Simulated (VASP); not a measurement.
# TaAl2N3 (P6/mmm) in VASP: further runs, part 2 of 2

VASP 6.6.1. Earlier steps stand in the parts before.

**6. Relaxation of cell and atoms, PBE**

This run uses another cell than the first one, of 9.90 Å³/atom, 0.998 times its volume.

Contents of INCAR:

```
SYSTEM = TaAl2N3
  ALGO = Normal
  EDIFF = 1E-6
  EDIFFG = -0.01
  ENCUT = 600
  GGA = PE
  IBRION = 2
  ISIF = 3
  ISMEAR = 0
  LASPH = .TRUE.
  LCHARG = .FALSE.
  LREAL = .FALSE.
  LWAVE = .FALSE.
  NELM = 100
  NSW = 100
  PREC = Accurate
  SIGMA = 0.1
```

Contents of KPOINTS:

```
k-points
0
G
  12 12 14
  0 0 0
```

Contents of POSCAR:

```
TaAl2N3
1.0
    5.0019792304      0.0000000000      0.0000000000
   -2.5009896152      4.3318410828      0.0000000000
    0.0000000000      0.0000000000      2.7424792729
Ta Al N
1 2 3
Direct
    0.0000000000      0.0000000000      0.0000000000
    0.3333333333      0.6666666667      0.5000000000
    0.6666666667      0.3333333333      0.5000000000
    0.5000000000      0.0000000000      0.0000000000
    0.5000000000      0.5000000000      0.0000000000
    0.0000000000      0.5000000000      0.0000000000
```

Potentials or basis: VASP PAW PBE potentials, release 64 (Ta_pv, Al, N).

The run is started by

```bash
cat potpaw_PBE.64/Ta_pv/POTCAR potpaw_PBE.64/Al/POTCAR potpaw_PBE.64/N/POTCAR > POTCAR
mpirun -np 1 vasp_std > vasp.out
```

OUTCAR:

```text
SYSTEM = TaAl2N3
   EDIFF = 1E-6
   EDIFFG = -0.01
   ENCUT = 600
   GGA = PE
   IBRION = 2
   ISIF = 3
   ISMEAR = 0
   LASPH = .TRUE.
   LREAL = .FALSE.
   NELM = 100
   NSW = 100
   PREC = Accurate

 ion  position               nearest neighbor table
   1  0.000  0.000  0.000-   4 2.50   4 2.50   6 2.50   6 2.50   5 2.50   5 2.50   3 3.20   3 3.20
                             2 3.20   2 3.20   2 3.20   3 3.20   2 3.20   3 3.20   2 3.20   3 3.20
   2  0.333  0.667  0.500-   6 1.99   6 1.99   4 1.99   4 1.99   5 1.99   5 1.99   3 2.89   3 2.89
                             3 2.89   1 3.20   1 3.20   1 3.20   1 3.20   1 3.20   1 3.20
   3  0.667  0.333  0.500-   6 1.99   6 1.99   4 1.99   4 1.99   5 1.99   5 1.99   2 2.89   2 2.89
                             2 2.89   1 3.20   1 3.20   1 3.20   1 3.20   1 3.20   1 3.20
   4  0.500  0.000  0.000-   2 1.99   3 1.99   2 1.99   3 1.99   1 2.50   1 2.50
   5  0.500  0.500  0.000-   2 1.99   3 1.99   2 1.99   3 1.99   1 2.50   1 2.50
   6  0.000  0.500  0.000-   2 1.99   3 1.99   2 1.99   3 1.99   1 2.50   1 2.50

[... 364 lines left out ...]
 E-fermi :   8.4859     XC(G=0): -12.2728

 val. band max:        8.4844993788   @ k =   0.0833   0.0833   0.2857
 cond. band min:       8.4941189834   @ k =   0.0000   0.0000   0.2143
 fundamental gap:      0.0096196046
 Fermi energy:         8.4858715031

 k-point     1 :       0.0000    0.0000    0.0000
  band No.  band energies     occupation
      1     -26.7989      2.00000
      2     -26.7989      2.00000
      3     -25.8858      2.00000
      4      -9.1186      2.00000
      5      -5.7472      2.00000
      6      -5.7472      2.00000
[... 541 lines left out ...]
     19      11.4677      0.00000
     20      12.5661      0.00000

 [... further k-points ...]

------------------------ aborting loop because EDIFF is reached ----------------------------------------

  FORCE on cell =-STRESS in cart. coord.  units (eV):
  Direction    XX          YY          ZZ          XY          YZ          ZX
  --------------------------------------------------------------------------------------
  -------------------------------------------------------------------------------------
  Total        0.0104884      0.0104884      0.0368787      0.0000000     -0.0000000      0.0000000
  in kB        0.2823742      0.2823742      0.9928644      0.0000000     -0.0000000      0.0000000
  external PRESSURE =       0.5192042 kB  Pullay stress =       0.0000000 kB
[... 21 lines left out ...]
  FREE ENERGIE OF THE ION-ELECTRON SYSTEM (eV)
  ---------------------------------------------------
  free  energy   TOTEN  =       -45.6630556421 eV

  energy  without entropy=      -45.6479755454  energy(sigma->0) =      -45.65551559

 reached required accuracy - stopping structural energy minimisation
```

OSZICAR:

```text
N       E                     dE             d eps       ncg     rms          rms(c)
DAV:   1     0.225950902720E+03    0.22595E+03   -0.17998E+04  6080   0.173E+03
DAV:   2    -0.417183275070E+02   -0.26767E+03   -0.25690E+03  8100   0.402E+02
[... 33 lines left out ...]
   4 F= -.45663047E+02 E0= -.45655445E+02  d E =-.162989E-03
       N       E                     dE             d eps       ncg     rms          rms(c)
DAV:   1    -0.456631001869E+02   -0.52124E-04   -0.23728E-03  6196   0.390E-01    0.388E-02
DAV:   2    -0.456630676840E+02    0.32503E-04   -0.60417E-05  6560   0.581E-02    0.190E-02
DAV:   3    -0.456630612263E+02    0.64577E-05   -0.26703E-05  7520   0.384E-02    0.171E-02
DAV:   4    -0.456630554966E+02    0.57297E-05   -0.10902E-05  7012   0.224E-02    0.537E-03
DAV:   5    -0.456630556421E+02   -0.14548E-06   -0.78452E-07  3928   0.687E-03
   5 F= -.45663056E+02 E0= -.45655516E+02  d E =-.844584E-05
```

Run time: 3.1 min. Hardware: 1 thread of Intel Xeon 6975P-C (Granite Rapids), shared host; peak memory 0.37 GiB.

Results:

```
Free energy                            : -45.6631 eV
Relaxed volume                         : 9.92 Å³/atom
Relaxed cell                           : a = 5.007 Å, b = 5.007 Å, c = 2.741 Å, α = 90.00°, β = 90.00°, γ = 120.00°
Space group after relaxing (to 0.05 Å) : P6/mmm (No. 191)
Energy gained by relaxing              : 0.0 meV/atom
Ionic steps                            : 5
Pressure after relaxing                : 0.1 GPa
Band gap on the k mesh                 : zero (band 16 reaches 9.10 eV, above the bottom of band 17 at 7.62 eV)
```

The path:
| step | energy change (eV) | largest force (eV/Å) | pressure (GPa) | volume (Å³) |
| --- | --- | --- | --- | --- |
| 1 | 0.0000 | 0.0000 | 0.33 | 59.42 |
| 2 | -0.0001 | 0.0000 | -0.29 | 59.60 |
| 3 | -0.0002 | 0.0000 | -0.08 | 59.53 |
| 4 | -0.0002 | 0.0000 | -0.06 | 59.53 |
| 5 | -0.0002 | 0.0000 | 0.05 | 59.51 |

Final structure:
```yaml
crystal:
  lattice:
    - [5.00681, 0.00000, 0.00000]
    - [-2.50341, 4.33603, 0.00000]
    - [0.00000, 0.00000, 2.74122]
  atoms:
    - { symbol: Ta, position: [0.00000, 0.00000, 0.00000] }
    - { symbol: Al, position: [0.33333, 0.66667, 0.50000] }
    - { symbol: Al, position: [0.66667, 0.33333, 0.50000] }
    - { symbol: N, position: [0.50000, 0.00000, 0.00000] }
    - { symbol: N, position: [0.50000, 0.50000, 0.00000] }
    - { symbol: N, position: [0.00000, 0.50000, 0.00000] }
```

Caveat: spin-orbit coupling is left out, which moves the levels of the heavy elements.

**7. Overview**

```csv
task,spin,cell,k mesh,cutoff (eV),gap on the mesh (eV),pressure (GPa),moment (μB),relaxed volume (Å³/atom)
single point,off,"a = 5.007, b = 5.007, c = 2.743 Å, angles 90.0, 90.0, 120.0°, 6 atoms",12 × 12 × 14,520,none,-0.1,-,-
single point,"collinear, ferromagnetic start","a = 5.002, b = 5.002, c = 2.742 Å, angles 90.0, 90.0, 120.0°, 6 atoms",6 × 6 × 6,520,none,-0.1,0.00,-
relaxation of cell and atoms,off,"relaxed from a = 5.457, b = 5.457, c = 3.057 Å, angles 90.0, 90.0, 120.0°, 6 atoms",6 × 6 × 6,600,none,0.0,-,9.90
single point,"collinear, ferromagnetic start","a = 5.457, b = 5.457, c = 3.057 Å, angles 90.0, 90.0, 120.0°, 6 atoms",6 × 6 × 6,520,none,-35.8,0.00,-
relaxation of cell and atoms,off,"relaxed from a = 5.002, b = 5.002, c = 2.742 Å, angles 90.0, 90.0, 120.0°, 6 atoms",12 × 12 × 14,600,none,0.1,-,9.92
```

Alike in all rows: level PBE; potentials or basis VASP PAW PBE potentials, release 64 (Ta_pv, Al, N); smearing gaussian 0.1 eV.

Caveats: some runs use coarse meshes; spin-orbit coupling is left out, which moves the levels of the heavy elements; the volume moved by over 15 % at a fixed basis, so the end points are rough (some runs).

Absolute energies hang on the potentials; compare differences alone.
